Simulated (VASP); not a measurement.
# LiF (Fm-3m) in VASP: further runs

The runs below take LiF through single point, with PBEsol, r2SCAN.

Program: VASP 6.6.1. These are calculated values, not measurements. Logs are shortened: lines on timing, memory, paths and dates and some standing lists are left out, and cuts for length are marked.

### 1 The cell of the first run

It takes space group Fm-3m (No. 225, cubic). The conventional cell has a = 4.008 Å, b = 4.008 Å, c = 4.008 Å, α = 90.00°, β = 90.00°, γ = 90.00°. Li (site symmetry m-3m) has 6 F at 2.00 Å within 2.7 Å. Within 2.7 Å of F (site symmetry m-3m) lie 6 Li at 2.00 Å.

### 2 Single point, PBEsol

File INCAR:

```
PREC     = Accurate       # precision mode
ENCUT    = 520            # plane-wave cutoff, eV
EDIFF    = 1E-6           # SCF threshold, eV
ISMEAR   = -1             # smearing method
SIGMA    = 0.05           # smearing width, eV
LREAL    = False          # projectors in reciprocal space
LASPH    = True           # aspherical terms in the spheres
NELM     = 80             # most SCF steps
ALGO     = Normal         # electronic algorithm
ISIF     = 2              # what is computed and relaxed
LWAVE    = False          # write WAVECAR
LCHARG   = False          # write CHGCAR
GGA      = PS             # functional
NBANDS   = 12             # bands
```

File KPOINTS:

```
Automatic mesh
0
Gamma
  10 10 10
```

File POSCAR:

```
LiF
1.0
    0.0000000000      2.0037960000      2.0037960000
    2.0037960000      0.0000000000      2.0037960000
    2.0037960000      2.0037960000      0.0000000000
Li F
1 1
Direct
    0.0000000000      0.0000000000      0.0000000000
    0.5000000000      0.5000000000      0.5000000000
```

Potentials or basis: VASP PAW PBE potentials, release 64 (Li_sv, F).

Started as:

```console
> cat potpaw_PBE.64/Li_sv/POTCAR potpaw_PBE.64/F/POTCAR > POTCAR
> mpirun -np 1 vasp_std > vasp.out
```

OUTCAR:

```text
PREC = Accurate
   ENCUT = 520
   EDIFF = 1E-6
   ISMEAR = -1
   LREAL = False
   LASPH = True
   NELM = 80
   ISIF = 2
   GGA = PS

 ion  position               nearest neighbor table
   1  0.000  0.000  0.000-   2 2.00   2 2.00   2 2.00   2 2.00   2 2.00   2 2.00
   2  0.500  0.500  0.500-   1 2.00   1 2.00   1 2.00   1 2.00   1 2.00   1 2.00

  LATTYP: Found a face centered cubic cell.
 ALAT       =     4.0075920000

  Lattice vectors:

 A1 = (   0.0000000000,   2.0037960000,   2.0037960000)
 A2 = (   2.0037960000,   0.0000000000,   2.0037960000)
 A3 = (   2.0037960000,   2.0037960000,   0.0000000000)

Analysis of symmetry for initial positions (statically):
=====================================================================
 Subroutine PRICEL returns:
 Original cell was already a primitive cell.

 Routine SETGRP: Setting up the symmetry group for a
 face centered cubic supercell.

 Subroutine GETGRP returns: Found 48 space group operations
 (whereof 48 operations were pure point group operations)
 out of a pool of 48 trial point group operations.

The static configuration has the point symmetry O_h .

Analysis of symmetry for dynamics (positions and initial velocities):
=====================================================================
 Subroutine PRICEL returns:
 Original cell was already a primitive cell.

 Routine SETGRP: Setting up the symmetry group for a
 face centered cubic supercell.

 Subroutine GETGRP returns: Found 48 space group operations
 (whereof 48 operations were pure point group operations)
 out of a pool of 48 trial point group operations.

The dynamic configuration has the point symmetry O_h .

 Subroutine INISYM returns: Found 48 space group operations
 (whereof 48 operations are pure point group operations),
 and found     1 'primitive' translations

----------------------------------------------------------------------------------------

                                     Primitive cell

  volume of cell :      16.0913

  direct lattice vectors                    reciprocal lattice vectors
     0.000000000  2.003796000  2.003796000    -0.249526399  0.249526399  0.249526399
     2.003796000  0.000000000  2.003796000     0.249526399 -0.249526399  0.249526399
     2.003796000  2.003796000  0.000000000     0.249526399  0.249526399 -0.249526399

  length of vectors
     2.833795479  2.833795479  2.833795479     0.432192401  0.432192401  0.432192401

  position of ions in fractional coordinates (direct lattice)
     0.000000000  0.000000000  0.000000000
     0.500000000  0.500000000  0.500000000

  ion indices of the primitive-cell ions
   primitive index   ion index
                 1           1
                 2           2

----------------------------------------------------------------------------------------

 KPOINTS: Automatic mesh

Automatic generation of k-mesh.
 Grid dimensions read from file:
 generate k-points for:   10   10   10

 Generating k-lattice:

  Cartesian coordinates                     Fractional coordinates (reciprocal lattice)
    -0.024952640  0.024952640  0.024952640     0.100000000  0.000000000  0.000000000
     0.024952640 -0.024952640  0.024952640     0.000000000  0.100000000  0.000000000
     0.024952640  0.024952640 -0.024952640     0.000000000  0.000000000  0.100000000

  Length of vectors
     0.043219240  0.043219240  0.043219240

  Shift w.r.t. Gamma in fractional coordinates (k-lattice)
     0.000000000  0.000000000  0.000000000

 Subroutine IBZKPT returns following result:
 ===========================================

 Found     47 irreducible k-points:

 Following reciprocal coordinates:
            Coordinates               Weight
  0.000000  0.000000  0.000000      1.000000
  0.100000  0.000000  0.000000      8.000000
  0.200000  0.000000  0.000000      8.000000
  0.300000  0.000000  0.000000      8.000000
  0.400000  0.000000  0.000000      8.000000
  0.500000  0.000000  0.000000      4.000000
[... 16 lines left out ...]
  0.300000  0.300000  0.000000      6.000000
  0.400000  0.300000  0.000000     24.000000
 [... further k-points ...]
   k-points           NKPTS =     47   k-points in BZ     NKDIM =     47   number of bands    NBANDS=     12
   number of dos      NEDOS =    301   number of ions     NIONS =      2
   total plane-waves  NPLWV =  13824
   dimension x,y,z NGX =    24 NGY =   24 NGZ =   24
   dimension x,y,z NGXF=    48 NGYF=   48 NGZF=   48
   ions per type =               1   1
   NGX,Y,Z   is equivalent  to a cutoff of  14.08, 14.08, 14.08 a.u.
   NGXF,Y,Z  is equivalent  to a cutoff of  28.16, 28.16, 28.16 a.u.
 SYSTEM =  unknown system
   PREC   = accura    normal or accurate (medium, high low for compatibility)
   ISTART =      0    job   : 0-new  1-cont  2-samecut
   ICHARG =      2    charge: 1-file 2-atom 10-const
   ISPIN  =      1    spin polarized calculation?
   LNONCOLLINEAR =      F non collinear calculations
   LSORBIT =      F    spin-orbit coupling
   LASPH  =      T    aspherical Exc in radial PAW
   ENCUT  =  520.0 eV  38.22 Ry    6.18 a.u.   5.27  5.27  5.27*2*pi/ulx,y,z
   NELM   =     80;   NELMIN=  2; NELMDL= -5     # of ELM steps
   EDIFF  = 0.1E-05   stopping-criterion for ELM
   LREAL  =      F    real-space projection
   EDIFFG = 0.1E-04   stopping-criterion for IOM
   NSW    =      0    number of steps for IOM
   IBRION =     -1    ionic relax: 0-MD 1-quasi-New 2-CG
   NFREE  =      0    steps in history (QN), initial steepest desc. (CG)
   ISIF   =      2    stress and relaxation
   ISYM   =      2    0-nonsym 1-usesym 2-fastsym
   POTIM  = 0.5000    time-step for ionic-motion
   TEBEG  =    0.0;   TEEND  =   0.0 temperature during run
   PSTRESS=    0.0 pullay stress
   NELECT =      10.0000    total number of electrons
   NUPDOWN=      -1.0000    fix difference up-down
   EMIN   =  10.00;   EMAX   =-10.00  energy-range for DOS
   EFERMI =   0.00;   METHOD = LEGACY
   ISMEAR =    -1;   SIGMA  =   0.05  broadening in eV -4-tet -1-fermi 0-gaus
   EFERMI_NEDOS =   21; number of points for ismear=-14 and -15
   IALGO  =     38    algorithm
   IMIX   =      4    mixing-type and parameters
     AMIX     =   0.40;   BMIX     =  1.00
     AMIX_MAG =   1.60;   BMIX_MAG =  1.00
  volume/ion in A,a.u.               =       8.05        54.29
  Fermi-wavevector in a.u.,A,eV,Ry     =   1.397048  2.640038 26.555077  1.951743
  Thomas-Fermi vector in A             =   2.520342
   LORBIT       =      0    0 simple, 1 ext, 2 COOP (PROOUT), +10 PAW based schemes
   GGA     = PS    functional components
   LHFCALC =     F    Hartree Fock is set to
   AEXX    =    0.0000 exact exchange contribution
   IVDW    =     0    specifies the selected vdW correction
   LEPSILON=     F    determine dielectric tensor
   LRPA    =     F    only Hartree local field effects (RPA)
 non-spin polarized calculation
  energy-cutoff  :      520.00
  volume of cell :       16.09
 maximum number of plane-waves:       444
 NGX is ok and might be reduce to    24
   NGX = 11   NGY = 11   NGZ = 11

 number of electron      10.0000000 magnetization

 number of electron       9.9999994 magnetization

 Free energy of the ion-electron system (eV)
  ---------------------------------------------------
  ext. energy  EPLUGINS =         0.00000000
  ---------------------------------------------------
  free energy    TOTEN  =        -9.85227075 eV

  energy without entropy =       -9.85227075  energy(sigma->0) =       -9.85227075

 E-fermi :   0.1437     XC(G=0): -10.2791

 val. band max:       -1.0156864692   @ k =   0.0000   0.0000   0.0000
 cond. band min:       8.0419148924   @ k =   0.0000   0.0000   0.0000
 fundamental gap:      9.0576013615
 Fermi energy:         0.1436917459

 k-point     1 :       0.0000    0.0000    0.0000
  band No.  band energies     occupation
      1     -41.1912      2.00000
      2     -20.9210      2.00000
      3      -1.0157      2.00000
      4      -1.0157      2.00000
      5      -1.0157      2.00000
      6       8.0419      0.00000
      7      23.0087      0.00000
      8      23.0087      0.00000
      9      23.0088      0.00000
     10      23.2421      0.00000
     11      23.2421      0.00000
     12      23.2421      0.00000

 k-point     2 :       0.1000    0.0000    0.0000
  band No.  band energies     occupation
      1     -41.1848      2.00000
      2     -20.8814      2.00000
      3      -1.3138      2.00000
      4      -1.0396      2.00000
      5      -1.0396      2.00000
      6       8.3315      0.00000
      7      20.2020      0.00000
      8      21.7022      0.00000
      9      21.7022      0.00000
     10      24.3279      0.00000
     11      24.3279      0.00000
     12      24.3812      0.00000

 k-point     3 :       0.2000    0.0000    0.0000
  band No.  band energies     occupation
      1     -41.1679      2.00000
      2     -20.7735      2.00000
      3      -2.0275      2.00000
      4      -1.1010      2.00000
      5      -1.1010      2.00000
      6       8.9760      0.00000
      7      17.7167      0.00000
      8      20.1956      0.00000
      9      20.1956      0.00000
     10      25.3659      0.00000
     11      25.6831      0.00000
     12      25.6831      0.00000
[... 286 lines left out ...]
 k-point    23 :       0.3000    0.3000    0.0000
  band No.  band energies     occupation
      1     -41.1342      2.00000
      2     -20.4847      2.00000
      3      -2.9923      2.00000
      4      -1.7036      2.00000
      5      -1.7036      2.00000
      6      11.2240      0.00000
      7      16.7214      0.00000
      8      18.0494      0.00000
      9      19.4029      0.00000
     10      19.4030      0.00000
     11      33.6939      0.00000
     12      33.7281      0.00000

 k-point    24 :       0.4000    0.3000    0.0000
  band No.  band energies     occupation
      1     -41.1216      2.00000
      2     -20.3686      2.00000
      3      -3.4252      2.00000
      4      -1.9225      2.00000
      5      -1.8056      2.00000
      6      12.0386      0.00000
      7      15.6127      0.00000
      8      17.5512      0.00000
      9      19.1548      0.00000
     10      20.2008      0.00000
     11      33.1505      0.00000
     12      34.0167      0.00000

 [... further k-points ...]

------------------------ aborting loop because EDIFF is reached ----------------------------------------

  FORCE on cell =-STRESS in cart. coord.  units (eV):
  Direction    XX          YY          ZZ          XY          YZ          ZX
  --------------------------------------------------------------------------------------
  -------------------------------------------------------------------------------------
  Total       -0.0207647     -0.0207647     -0.0207647     -0.0000000     -0.0000000      0.0000000
  in kB       -2.0675013     -2.0675013     -2.0675013     -0.0000000     -0.0000000      0.0000000
  external PRESSURE =      -2.0675013 kB  Pullay stress =       0.0000000 kB

 VOLUME and BASIS-vectors are now :
 -----------------------------------------------------------------------------
  energy-cutoff  :      520.00
  volume of cell :       16.09
      direct lattice vectors                 reciprocal lattice vectors
     0.000000000  2.003796000  2.003796000    -0.249526399  0.249526399  0.249526399
     2.003796000  0.000000000  2.003796000     0.249526399 -0.249526399  0.249526399
     2.003796000  2.003796000  0.000000000     0.249526399  0.249526399 -0.249526399

 POSITION                                       TOTAL-FORCE (eV/Angst)
 -----------------------------------------------------------------------------------
      0.00000      0.00000      0.00000         0.000000      0.000000      0.000000
      2.00380      2.00380      2.00380        -0.000000     -0.000000     -0.000000
 -----------------------------------------------------------------------------------
    total drift:                               -0.000000     -0.000000      0.000000

  FREE ENERGIE OF THE ION-ELECTRON SYSTEM (eV)
  ---------------------------------------------------
  free  energy   TOTEN  =        -9.8522707508 eV

  energy  without entropy=       -9.8522707507  energy(sigma->0) =       -9.85227075
```

Wall time 3.7 s (1 thread of Intel Xeon 6975P-C (Granite Rapids), shared host); peak memory 0.13 GiB.

What came out:

```
Free energy            : -9.8523 eV
Band gap on the k mesh : 9.06 eV, direct
```

Caveat: the cutoff is under 1.25 times the usual one of these potentials, so pressure, stress and relaxed cells hold a basis-set (Pulay) error; the PAW data sets were made with another functional, which shifts forces and pressure a little.

### 3 Single point, r2SCAN

POSCAR is that of step 2.

File INCAR.step1:

```
SYSTEM = LiF
  PREC = Accurate
  ENCUT = 520
  ISMEAR = -1
  SIGMA = 0.05
  LREAL = .False.
  LASPH = .True.
  NELM = 60
  NBANDS = 12
  GGA = PE
  ALGO = Normal
  EDIFF = 1E-4
  LWAVE = .True.
  LCHARG = .False.
```

File INCAR.step2:

```
SYSTEM = LiF
  PREC = Accurate
  ENCUT = 520
  EDIFF = 1E-7
  ISMEAR = -1
  SIGMA = 0.05
  LREAL = .False.
  LASPH = .True.
  NELM = 60
  ALGO = Normal
  ISIF = 2
  LWAVE = .False.
  LCHARG = .True.
  METAGGA = R2SCAN
  LMIXTAU = .True.
  LELF = .True.
  LVHAR = .True.
  NBANDS = 12
  ISTART = 1
```

File KPOINTS:

```
regular mesh
0
Gamma
  10 10 10
  0 0 0
```

Potentials or basis: VASP PAW PBE potentials, release 64 (Li_sv, F).

Started as:

```console
> cat potpaw_PBE.64/Li_sv/POTCAR potpaw_PBE.64/F/POTCAR > POTCAR
> cp INCAR.step1 INCAR
> mpirun -np 1 vasp_std > vasp.out
> cp INCAR.step2 INCAR
> mpirun -np 1 vasp_std > vasp.out
```

Run time: 17 s. Hardware: 1 thread of Intel Xeon 6975P-C (Granite Rapids), shared host; peak memory 0.13 GiB.

The run converged. Its results:

```
Free energy            : -11.9021 eV
Band gap on the k mesh : 10.43 eV, direct
```

Levels at points of the mesh, in eV from the valence-band top:
| k point | band 2 | band 3 | band 4 | band 5 | band 6 | band 7 | band 8 | band 9 |
| --- | --- | --- | --- | --- | --- | --- | --- | --- |
| (0.00, 0.00, 0.00) | -21.14 | 0.00 | 0.00 | 0.00 | 10.43 | 25.63 | 25.63 | 25.64 |
| (0.50, 0.00, 0.00) | -20.71 | -2.53 | -0.25 | -0.25 | 11.92 | 18.33 | 20.57 | 20.57 |
| (0.50, 0.50, 0.00) | -20.44 | -3.07 | -1.03 | -1.03 | 16.21 | 17.52 | 19.32 | 22.11 |

Caveat: the cutoff is under 1.25 times the usual one of these potentials, so pressure, stress and relaxed cells hold a basis-set (Pulay) error; the PAW data sets were made with another functional, which shifts forces and pressure a little. A k mesh can miss the band edges.
